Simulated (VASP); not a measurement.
Input of a VASP 6.6.1 run:

File POSCAR:

```
BN
1.0
    2.4676475277      0.0000000000      0.0000000000
   -1.2338237638      2.1370454466      0.0000000000
    0.0000000000      0.0000000000      4.3339772826
B N
2 2
Direct
    0.6666666667      0.3333333333      0.9997995909
    0.3333333333      0.6666666667      0.4997995909
    0.6666666667      0.3333333333      0.6252004091
    0.3333333333      0.6666666667      0.1252004091
```

Contents of INCAR.step1:

```
PREC = Accurate
ENCUT = 1460
ISMEAR = 0
SIGMA = 0.05
LREAL = False
LASPH = True
NELM = 120
NBANDS = 16
GGA = PE
ALGO = Normal
EDIFF = 1E-5
LWAVE = True
LCHARG = False
GGA_COMPAT = False
```

Contents of INCAR.step2:

```
PREC = Accurate
ENCUT = 1460
EDIFF = 1E-6
ISMEAR = 0
SIGMA = 0.05
LREAL = False
LASPH = True
NELM = 120
ALGO = Normal
ISIF = 2
LWAVE = False
LCHARG = True
METAGGA = R2SCAN
LMIXTAU = True
LELF = True
LVHAR = True
NBANDS = 16
ISTART = 1
GGA_COMPAT = False
```

The input KPOINTS:

```
Automatic mesh
0
Gamma
  12 12 6
```

Potentials or basis: VASP PAW PBE potentials, release 64 (B_h, N_h).

Launch:

```console
$ cat potpaw_PBE.64/B_h/POTCAR potpaw_PBE.64/N_h/POTCAR > POTCAR
$ cp INCAR.step1 INCAR
$ mpirun -np 1 vasp_std > vasp.out
$ cp INCAR.step2 INCAR
$ mpirun -np 1 vasp_std > vasp.out
```

Problem. What does it give for the pressure?

Solution. 14.2 GPa.

Problem. What does it give for the band gap on the k mesh?

Solution. 5.45 eV (least direct gap 7.42 eV).

Problem. What does it give for the largest force?

Solution. 0.059 eV/Å.

Stress tensor (GPa, compression positive):
```
 35.18   0.00   0.00
  0.00  35.18   0.00
  0.00   0.00 -27.63
```

Caveat: the cell differs from its parent crystal (strain -0.030 along x and y, +0.030 along z); the stress differs along the axes, from -28 to 35 GPa; the PAW data sets were made with another functional, which shifts forces and pressure a little. A k mesh can miss the band edges.
